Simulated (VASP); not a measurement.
# NaF (zincblende type) (F-43m) in VASP: further runs

The runs below take NaF (zincblende type) through relaxation of cell and atoms, with PBEsol.

Program: VASP 6.6.1. These are calculated values, not measurements. Logs are shortened: lines on timing, memory, paths and dates and some standing lists are left out, and cuts for length are marked.

### 1 The cell of the first run

The structure is cubic, space group F-43m (No. 216). The conventional cell has a = 4.905 Å, b = 4.905 Å, c = 4.905 Å, α = 90.00°, β = 90.00°, γ = 90.00°. Within 2.8 Å of Na (site symmetry -43m) lie 4 F at 2.12 Å. F (site symmetry -43m) has 4 Na at 2.12 Å within 2.8 Å.

### 2 Relaxation of cell and atoms, PBEsol, target pressure 0.3 GPa, at which the enthalpy is minimised

File INCAR:

```
SYSTEM = NaF
PREC = Accurate
ENCUT = 600
EDIFF = 1E-6
ISMEAR = -1
SIGMA = 0.05
LREAL = .FALSE.
LASPH = .TRUE.
NELM = 80
ALGO = Normal
ISIF = 3
LWAVE = .FALSE.
LCHARG = .FALSE.
GGA = PS
IBRION = 2
NSW = 60
EDIFFG = -0.005
PSTRESS = 3.0
```

File KPOINTS:

```
Automatic mesh
0
G
  14 14 14
  0 0 0
```

File POSCAR:

```
NaF
1.0
    0.0000000000      2.4526878238      2.4526878238
    2.4526878238      0.0000000000      2.4526878238
    2.4526878238      2.4526878238      0.0000000000
Na F
1 1
Direct
    0.0000000000      0.0000000000      0.0000000000
    0.2500000000      0.2500000000      0.2500000000
```

Potentials or basis: VASP PAW PBE potentials, release 64 (Na_pv, F).

Launch:

```
$ cat potpaw_PBE.64/Na_pv/POTCAR potpaw_PBE.64/F/POTCAR > POTCAR
$ mpirun -np 1 vasp_std > vasp.out
```

OUTCAR:

```text
SYSTEM = NaF
   PREC = Accurate
   ENCUT = 600
   EDIFF = 1E-6
   ISMEAR = -1
   LREAL = .FALSE.
   LASPH = .TRUE.
   NELM = 80
   ISIF = 3
   GGA = PS
   IBRION = 2
   NSW = 60
   EDIFFG = -0.005
   PSTRESS = 3.0

 ion  position               nearest neighbor table
   1  0.000  0.000  0.000-   2 2.12   2 2.12   2 2.12   2 2.12
   2  0.250  0.250  0.250-   1 2.12   1 2.12   1 2.12   1 2.12

  LATTYP: Found a face centered cubic cell.
 ALAT       =     4.9053756476

  Lattice vectors:

 A1 = (   0.0000000000,   2.4526878238,   2.4526878238)
 A2 = (   2.4526878238,   0.0000000000,   2.4526878238)
 A3 = (   2.4526878238,   2.4526878238,   0.0000000000)

Analysis of symmetry for initial positions (statically):
=====================================================================
 Subroutine PRICEL returns:
 Original cell was already a primitive cell.

 Routine SETGRP: Setting up the symmetry group for a
 face centered cubic supercell.

 Subroutine GETGRP returns: Found 24 space group operations
 (whereof 24 operations were pure point group operations)
 out of a pool of 48 trial point group operations.

The static configuration has the point symmetry T_d .

Analysis of symmetry for dynamics (positions and initial velocities):
=====================================================================
 Subroutine PRICEL returns:
 Original cell was already a primitive cell.

 Routine SETGRP: Setting up the symmetry group for a
 face centered cubic supercell.

 Subroutine GETGRP returns: Found 24 space group operations
 (whereof 24 operations were pure point group operations)
 out of a pool of 48 trial point group operations.

The dynamic configuration has the point symmetry T_d .

 Subroutine INISYM returns: Found 24 space group operations
 (whereof 24 operations are pure point group operations),
 and found     1 'primitive' translations

----------------------------------------------------------------------------------------

                                     Primitive cell

  volume of cell :      29.5092

  direct lattice vectors                    reciprocal lattice vectors
     0.000000000  2.452687824  2.452687824    -0.203857986  0.203857986  0.203857986
     2.452687824  0.000000000  2.452687824     0.203857986 -0.203857986  0.203857986
     2.452687824  2.452687824  0.000000000     0.203857986  0.203857986 -0.203857986

  length of vectors
     3.468624385  3.468624385  3.468624385     0.353092389  0.353092389  0.353092389

  position of ions in fractional coordinates (direct lattice)
     0.000000000  0.000000000  0.000000000
     0.250000000  0.250000000  0.250000000

  ion indices of the primitive-cell ions
   primitive index   ion index
                 1           1
                 2           2

----------------------------------------------------------------------------------------

 KPOINTS: Automatic mesh

Automatic generation of k-mesh.
 Grid dimensions read from file:
 generate k-points for:   14   14   14

 Generating k-lattice:

  Cartesian coordinates                     Fractional coordinates (reciprocal lattice)
    -0.014561285  0.014561285  0.014561285     0.071428571  0.000000000  0.000000000
     0.014561285 -0.014561285  0.014561285     0.000000000  0.071428571  0.000000000
     0.014561285  0.014561285 -0.014561285     0.000000000  0.000000000  0.071428571

  Length of vectors
     0.025220885  0.025220885  0.025220885

  Shift w.r.t. Gamma in fractional coordinates (k-lattice)
     0.000000000  0.000000000  0.000000000

 Subroutine IBZKPT returns following result:
 ===========================================

 Found    104 irreducible k-points:

 Following reciprocal coordinates:
            Coordinates               Weight
  0.000000  0.000000  0.000000      1.000000
  0.071429  0.000000  0.000000      8.000000
  0.142857  0.000000  0.000000      8.000000
  0.214286  0.000000  0.000000      8.000000
  0.285714  0.000000  0.000000      8.000000
  0.357143  0.000000  0.000000      8.000000
[... 16 lines left out ...]
  0.214286  0.142857  0.000000     24.000000
  0.285714  0.142857  0.000000     24.000000
 [... further k-points ...]
   k-points           NKPTS =    104   k-points in BZ     NKDIM =    104   number of bands    NBANDS=     11
   number of dos      NEDOS =    301   number of ions     NIONS =      2
   total plane-waves  NPLWV =  21952
   dimension x,y,z NGX =    28 NGY =   28 NGZ =   28
   dimension x,y,z NGXF=    56 NGYF=   56 NGZF=   56
   ions per type =               1   1
   NGX,Y,Z   is equivalent  to a cutoff of  13.42, 13.42, 13.42 a.u.
   NGXF,Y,Z  is equivalent  to a cutoff of  26.84, 26.84, 26.84 a.u.
 SYSTEM =  NaF
   PREC   = accura    normal or accurate (medium, high low for compatibility)
   ISTART =      0    job   : 0-new  1-cont  2-samecut
   ICHARG =      2    charge: 1-file 2-atom 10-const
   ISPIN  =      1    spin polarized calculation?
   LNONCOLLINEAR =      F non collinear calculations
   LSORBIT =      F    spin-orbit coupling
   LASPH  =      T    aspherical Exc in radial PAW
   ENCUT  =  600.0 eV  44.10 Ry    6.64 a.u.   6.93  6.93  6.93*2*pi/ulx,y,z
   NELM   =     80;   NELMIN=  2; NELMDL= -5     # of ELM steps
   EDIFF  = 0.1E-05   stopping-criterion for ELM
   LREAL  =      F    real-space projection
   EDIFFG = -.5E-02   stopping-criterion for IOM
   NSW    =     60    number of steps for IOM
   IBRION =      2    ionic relax: 0-MD 1-quasi-New 2-CG
   NFREE  =      1    steps in history (QN), initial steepest desc. (CG)
   ISIF   =      3    stress and relaxation
   ISYM   =      2    0-nonsym 1-usesym 2-fastsym
   POTIM  = 0.5000    time-step for ionic-motion
   TEBEG  =    0.0;   TEEND  =   0.0 temperature during run
   PSTRESS=    3.0 pullay stress
   NELECT =      14.0000    total number of electrons
   NUPDOWN=      -1.0000    fix difference up-down
   EMIN   =  10.00;   EMAX   =-10.00  energy-range for DOS
   EFERMI =   0.00;   METHOD = LEGACY
   ISMEAR =    -1;   SIGMA  =   0.05  broadening in eV -4-tet -1-fermi 0-gaus
   EFERMI_NEDOS =   21; number of points for ismear=-14 and -15
   IALGO  =     38    algorithm
   IMIX   =      4    mixing-type and parameters
     AMIX     =   0.40;   BMIX     =  1.00
     AMIX_MAG =   1.60;   BMIX_MAG =  1.00
  volume/ion in A,a.u.               =      14.75        99.57
  Fermi-wavevector in a.u.,A,eV,Ry     =   1.276827  2.412852 22.181388  1.630286
  Thomas-Fermi vector in A             =   2.409461
   LORBIT       =      0    0 simple, 1 ext, 2 COOP (PROOUT), +10 PAW based schemes
   GGA     = PS    functional components
   LHFCALC =     F    Hartree Fock is set to
   AEXX    =    0.0000 exact exchange contribution
   IVDW    =     0    specifies the selected vdW correction
   LEPSILON=     F    determine dielectric tensor
   LRPA    =     F    only Hartree local field effects (RPA)
 conjugate gradient relaxation of ions
 non-spin polarized calculation
  energy-cutoff  :      600.00
  volume of cell :       29.51
 maximum number of plane-waves:      1006
   NGX = 13   NGY = 13   NGZ = 13

--------------------------------------- Ionic step        1  -------------------------------------------

 number of electron      14.0000018 magnetization

 Free energy of the ion-electron system (eV)
  ---------------------------------------------------
  ext. energy  EPLUGINS =         0.00000000
  ---------------------------------------------------
  free energy    TOTEN  =        -8.50322897 eV

  energy without entropy =       -8.50322897  energy(sigma->0) =       -8.50322897

------------------------ aborting loop because EDIFF is reached ----------------------------------------

  FORCE on cell =-STRESS in cart. coord.  units (eV):
  Direction    XX          YY          ZZ          XY          YZ          ZX
  --------------------------------------------------------------------------------------
  -------------------------------------------------------------------------------------
  Total        0.9288900      0.9288900      0.9288900      0.0000000     -0.0000000      0.0000000
  in kB       50.4333758     50.4333758     50.4333758      0.0000000     -0.0000000      0.0000000
  external PRESSURE =      47.4333758 kB  Pullay stress =       3.0000000 kB
[... 99 lines left out ...]
  enthalpy is  TOTEN    =        -8.4893321541 eV   P V=        0.0629541598

--------------------------------------- Ionic step        4  -------------------------------------------

 number of electron      13.9999985 magnetization

 Free energy of the ion-electron system (eV)
  ---------------------------------------------------
  ext. energy  EPLUGINS =         0.00000000
  ---------------------------------------------------
  free energy    TOTEN  =        -8.55311360 eV

  energy without entropy =       -8.55311360  energy(sigma->0) =       -8.55311360

 E-fermi :  -2.3464     XC(G=0):  -7.7734

 val. band max:       -3.4876012777   @ k =  -0.0714   0.0714   0.0000
 cond. band min:       2.0366495717   @ k =   0.0000   0.0000   0.0000
 fundamental gap:      5.5242508493
 Fermi energy:        -2.3463930522

 k-point     1 :       0.0000    0.0000    0.0000
  band No.  band energies     occupation
      1     -22.2401      2.00000
      2     -22.2401      2.00000
      3     -22.2401      2.00000
      4     -22.0975      2.00000
      5      -3.4879      2.00000
      6      -3.4879      2.00000
      7      -3.4879      2.00000
      8       2.0366      0.00000
      9      15.6398      0.00000
     10      15.6398      0.00000
     11      15.6398      0.00000
[... 309 lines left out ...]
 k-point    24 :       0.2857    0.1429    0.0000
  band No.  band energies     occupation
      1     -22.6655      2.00000
      2     -22.2520      2.00000
      3     -22.2511      2.00000
      4     -21.6279      2.00000
      5      -3.9746      2.00000
      6      -3.5482      2.00000
      7      -3.5451      2.00000
      8       3.7798      0.00000
      9      11.3773      0.00000
     10      13.2408      0.00000
     11      14.0797      0.00000

 [... further k-points ...]

------------------------ aborting loop because EDIFF is reached ----------------------------------------

  FORCE on cell =-STRESS in cart. coord.  units (eV):
  Direction    XX          YY          ZZ          XY          YZ          ZX
  --------------------------------------------------------------------------------------
  -------------------------------------------------------------------------------------
  Total        0.0544272      0.0544272      0.0544272      0.0000000      0.0000000      0.0000000
  in kB        2.6543597      2.6543597      2.6543597      0.0000000      0.0000000      0.0000000
  external PRESSURE =      -0.3456403 kB  Pullay stress =       3.0000000 kB
[... 17 lines left out ...]
  FREE ENERGIE OF THE ION-ELECTRON SYSTEM (eV)
  ---------------------------------------------------
  free  energy   TOTEN  =        -8.5531136009 eV

  energy  without entropy=       -8.5531136008  energy(sigma->0) =       -8.55311360

  enthalpy is  TOTEN    =        -8.4915990960 eV   P V=        0.0615145049

 reached required accuracy - stopping structural energy minimisation
```

Run time: 2.8 min. Hardware: 1 thread of Oxide Virtual Turin-like, shared host; peak memory 0.15 GiB.

What came out:

```
Free energy                                                : -8.5531 eV
Relaxed volume                                             : 16.43 Å³/atom
Relaxed cell                                               : a = 3.595 Å, b = 3.595 Å, c = 3.595 Å, α = 60.00°, β = 60.00°, γ = 60.00°
Space group after relaxing (to 0.1 Å)                      : F-43m (No. 216)
Energy change on relaxing (the run minimises the enthalpy) : -24.9 meV/atom
Ionic steps                                                : 4
Pressure after relaxing                                    : 0.3 GPa
Band gap on the k mesh                                     : 5.52 eV
```

The path:
| step | energy change (eV) | largest force (eV/Å) | pressure (GPa) | volume (Å³) |
| --- | --- | --- | --- | --- |
| 1 | 0.0000 | 0.0000 | 5.04 | 29.51 |
| 2 | -0.0404 | 0.0000 | 1.99 | 31.41 |
| 3 | -0.0491 | 0.0000 | -0.52 | 33.62 |
| 4 | -0.0499 | 0.0000 | 0.27 | 32.85 |

Final structure:
```cif
data_structure
_symmetry_space_group_name_H-M 'P 1'
_symmetry_Int_Tables_number 1
_cell_length_a 3.5950
_cell_length_b 3.5950
_cell_length_c 3.5950
_cell_angle_alpha 60.000
_cell_angle_beta 60.000
_cell_angle_gamma 60.000
_cell_volume 32.85
loop_
_atom_site_label
_atom_site_type_symbol
_atom_site_fract_x
_atom_site_fract_y
_atom_site_fract_z
_atom_site_occupancy
Na1 Na 0.00000 0.00000 0.00000 1
F1 F 0.25000 0.25000 0.25000 1
```

Levels at points of the mesh, in eV from the valence-band top:
```
           k point  band 5  band 6  band 7  band 8  band 9  band 10
(0.00, 0.00, 0.00)    0.00    0.00    0.00    5.52   19.13    19.13
(0.50, 0.00, 0.00)   -0.84   -0.04   -0.04    9.82   10.79    17.06
(0.50, 0.50, 0.00)   -0.78   -0.16   -0.16    9.85   11.86    16.11
```

Caveat: the cell is relaxed towards a set pressure, so the run minimises the enthalpy, not the energy; the PAW data sets were made with another functional, which shifts forces and pressure a little. A k mesh can miss the band edges.

### 3 Relaxation of cell and atoms, PBEsol, target pressure 0.3 GPa, at which the enthalpy is minimised

This run uses another cell than the first one, of 16.35 Å³/atom.

File INCAR:

```
  PREC = Accurate
  ENCUT = 600
  EDIFF = 1E-6
  ISMEAR = -1
  SIGMA = 0.05
  LREAL = False
  LASPH = True
  NELM = 100
  ALGO = Normal
  ISIF = 3
  LWAVE = False
  LCHARG = False
  GGA = PS
  IBRION = 2
  NSW = 32
  EDIFFG = -0.005
  PSTRESS = 3.0
```

File KPOINTS:

```
regular mesh
0
Gamma
  14 14 14
```

File POSCAR:

```
NaF
1.0
    0.0000000000      2.5380141426      2.5380141426
    2.5380141426      0.0000000000      2.5380141426
    2.5380141426      2.5380141426      0.0000000000
Na F
1 1
Direct
    0.0000000000      0.0000000000      0.0000000000
    0.2500000000      0.2500000000      0.2500000000
```

Potentials or basis: VASP PAW PBE potentials, release 64 (Na_pv, F).

Launch:

```
$ cat potpaw_PBE.64/Na_pv/POTCAR potpaw_PBE.64/F/POTCAR > POTCAR
$ mpirun -np 1 vasp_std > vasp.out
```

It took 84 s on 1 thread of Oxide Virtual Turin-like, shared host; peak memory 0.16 GiB.

It converged, with:

```
Free energy             : -8.5575 eV
Pressure after relaxing : 0.3 GPa
Band gap on the k mesh  : 5.54 eV
```

Final structure:
```cif
data_structure
_symmetry_space_group_name_H-M 'P 1'
_symmetry_Int_Tables_number 1
_cell_length_a 3.5893
_cell_length_b 3.5893
_cell_length_c 3.5893
_cell_angle_alpha 60.000
_cell_angle_beta 60.000
_cell_angle_gamma 60.000
_cell_volume 32.70
loop_
_atom_site_label
_atom_site_type_symbol
_atom_site_fract_x
_atom_site_fract_y
_atom_site_fract_z
_atom_site_occupancy
Na1 Na 0.00000 0.00000 0.00000 1
F1 F 0.25000 0.25000 0.25000 1
```

Levels at points of the mesh, in eV from the valence-band top:
| k point | band 4 | band 5 | band 6 | band 7 | band 8 | band 9 | band 10 | band 11 |
| --- | --- | --- | --- | --- | --- | --- | --- | --- |
| (0.00, 0.00, 0.00) | -18.61 | 0.00 | 0.00 | 0.00 | 5.54 | 19.18 | 19.18 | 19.18 |
| (0.50, 0.00, 0.00) | -17.97 | -0.85 | -0.04 | -0.04 | 9.85 | 10.82 | 17.09 | 17.09 |
| (0.50, 0.50, 0.00) | -17.85 | -0.78 | -0.16 | -0.16 | 9.86 | 11.89 | 16.17 | 16.98 |

Caveat: the relaxation stopped at its first step, so nothing moved; the cell is relaxed towards a set pressure, so the run minimises the enthalpy, not the energy; the PAW data sets were made with another functional, which shifts forces and pressure a little.
